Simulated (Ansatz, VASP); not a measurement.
One calculation of Pt, two programs

POSCAR

```
Pt
1.0
    2.6916489754      0.0000000000      0.0000000000
   -1.3458244877      2.3310363908      0.0000000000
    0.0000000000      0.0000000000      4.7921340000
Pt
2
Direct
    0.6666666667      0.3333333333      0.7500000000
    0.3333333333      0.6666666667      0.2500000000
```

INCAR.step1

```
SYSTEM = Pt
ALGO     = Normal         ! electronic algorithm
EDIFF    = 1E-4           ! SCF threshold, eV
ENCUT    = 520            ! plane-wave cutoff, eV
GGA      = PE             ! functional
ISMEAR   = 0              ! smearing method
LASPH    = .True.         ! aspherical terms in the spheres
LCHARG   = .False.        ! write CHGCAR
LREAL    = .False.        ! projectors in reciprocal space
LWAVE    = .True.         ! write WAVECAR
NBANDS   = 17             ! bands
NELM     = 80             ! most SCF steps
PREC     = Accurate       ! precision mode
SIGMA    = 0.15           ! smearing width, eV
```

INCAR.step2

```
SYSTEM = Pt
ALGO     = Normal         ! electronic algorithm
EDIFF    = 1E-6           ! SCF threshold, eV
ENCUT    = 520            ! plane-wave cutoff, eV
ISIF     = 2              ! what is computed and relaxed
ISMEAR   = 0              ! smearing method
ISTART   = 1            
LASPH    = .True.         ! aspherical terms in the spheres
LCHARG   = .False.        ! write CHGCAR
LMIXTAU  = .True.       
LREAL    = .False.        ! projectors in reciprocal space
LWAVE    = .False.        ! write WAVECAR
METAGGA  = R2SCAN         ! meta-GGA
NBANDS   = 17             ! bands
NELM     = 80             ! most SCF steps
PREC     = Accurate       ! precision mode
SIGMA    = 0.15           ! smearing width, eV
```

KPOINTS

```
k-points
0
Gamma
  18 18 10
  0 0 0
```

Input for Ansatz:

```yaml
crystal:
  lattice:
    - [2.6916489754, 0.0, 0.0]
    - [-1.3458244877, 2.3310363908, 0.0]
    - [0.0, 0.0, 4.792134]
  atoms:
    - { symbol: Pt, position: [0.6666666667, 0.3333333333, 0.75] }
    - { symbol: Pt, position: [0.3333333333, 0.6666666667, 0.25] }
basis:
  ecutwfc: 500
kpoints:
  mp_grid: { grid: [18, 18, 10] }
hamiltonian:
  xc: r2scan
scf:
  occupations: { method: gaussian, width: 0.15 }
output:
  forces: true
  stress: true
  eigenvalues: true
```

Change from the starting cell: strain -0.025 along x and y, +0.000 along z, atoms carried along.

Alike in both runs: task single point; functional r2SCAN; k mesh 18 × 18 × 10; occupations gaussian, width 0.15 eV; no spin polarisation.

```csv
,VASP,Ansatz
version,VASP 6.6.1,Ansatz 0.2.0
potentials or method,"VASP PAW PBE potentials, release 64 (Pt), cutoff 520 eV","scalar-relativistic, plane waves, PAW"
valence electrons in the cell,20,36
```

|  | VASP | Ansatz | Ansatz less VASP |
| --- | --- | --- | --- |
| gap on the k mesh at the Fermi level (eV) | none | none | - |
| pressure (GPa) | 8.8 | 8.0 | -0.82 |
| traceless stress, the component that is largest in VASP (GPa) | -4.97 | -4.67 | +0.299 |

VASP's potentials were made for PBE, not for r2SCAN. A gap of «none» marks a metal or a gap that the smearing closes. The functional is the same, so the differences come from potentials, cutoffs and numerics. VASP's potentials hold 20 valence electrons a cell and Ansatz's 36, so a difference there can come from the potentials and not from the codes.

Neither program's run includes spin-orbit coupling.
